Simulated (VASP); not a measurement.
Set up this calculation in VASP 6.6.1, as the native input.

* Task: relaxation of cell and atoms
* Functional: PBE
* Potentials or basis: VASP PAW PBE potentials, release 64 (Al, In_d, B, As)
* Cutoff: 600 eV
* k mesh: 3 × 3 × 4
* Occupations: gaussian, width 0.2 eV
* Spin: no spin polarisation
* Dipole correction: no
* Further INCAR settings: ALGO = Normal; EDIFF = 1e-06; IBRION = 2; EDIFFG = -0.08; NSW = 36; ISIF = 3

The structure of AlIn2B2As lies in POSCAR:

```
AlIn2B2As
1.0
    3.8430197100     -3.5802082600      0.0000000000
    3.8430197100      3.5802082600      0.0000000000
   -2.1099349400      0.0000000000      4.2921372300
Al In B As
1 2 2 1
Direct
    0.9306543700      0.9306543700      0.0415602600
    0.9212660900      0.3760086400      0.0167049500
    0.3760086400      0.9212660900      0.0167049500
    0.7457593400      0.7457593400      0.1531846700
    0.0109389500      0.0109389500      0.6750133100
    0.5352936000      0.5352936000      0.4322139600
```

The cell was built from a structure type or drawn by symmetry, and may not be a known phase.

These files were run (other wordings do the same):

INCAR

```
SYSTEM = AlIn2B2As
PREC = Accurate
ENCUT = 600
EDIFF = 1E-6
ISMEAR = 0
SIGMA = 0.2
LREAL = .FALSE.
LASPH = .TRUE.
NELM = 80
ALGO = Normal
ISIF = 3
LWAVE = .FALSE.
LCHARG = .FALSE.
GGA = PE
IBRION = 2
NSW = 36
EDIFFG = -0.08
```

KPOINTS

```
regular mesh
0
G
  3 3 4
  0 0 0
```

Potentials or basis: VASP PAW PBE potentials, release 64 (Al, In_d, B, As).

Command:

```sh
$ cat potpaw_PBE.64/Al/POTCAR potpaw_PBE.64/In_d/POTCAR potpaw_PBE.64/B/POTCAR potpaw_PBE.64/As/POTCAR > POTCAR
$ mpirun -np 1 vasp_std > vasp.out
```

Results of the run:

```
Relaxed volume                        : 19.68 Å³/atom
Relaxed cell                          : a = 5.782 Å, b = 5.782 Å, c = 4.215 Å, α = 113.73°, β = 113.73°, γ = 80.66°
Space group after relaxing (to 0.1 Å) : Cm (No. 8)
Energy gained by relaxing             : 969.7 meV/atom
Ionic steps                           : 35
Pressure after relaxing               : -0.1 GPa
Largest force after relaxing          : 0.052 eV/Å
Band gap on the k mesh                : zero (bands 20 and 21 overlap by 0.17 eV)
```

Caveat: the k points lie up to 0.44 Å⁻¹ apart in the final cell; semilocal functionals underestimate gaps, so a narrow gap can read as zero; spin-orbit coupling is left out, which moves the levels of the heavy elements; the relaxation stopped at a loose force limit of 0.08 eV/Å, so its end isn't a converged minimum.

Wall time 31 min on 1 thread of Intel Xeon 8259CL, with other jobs on the host, peak memory 0.31 GiB.
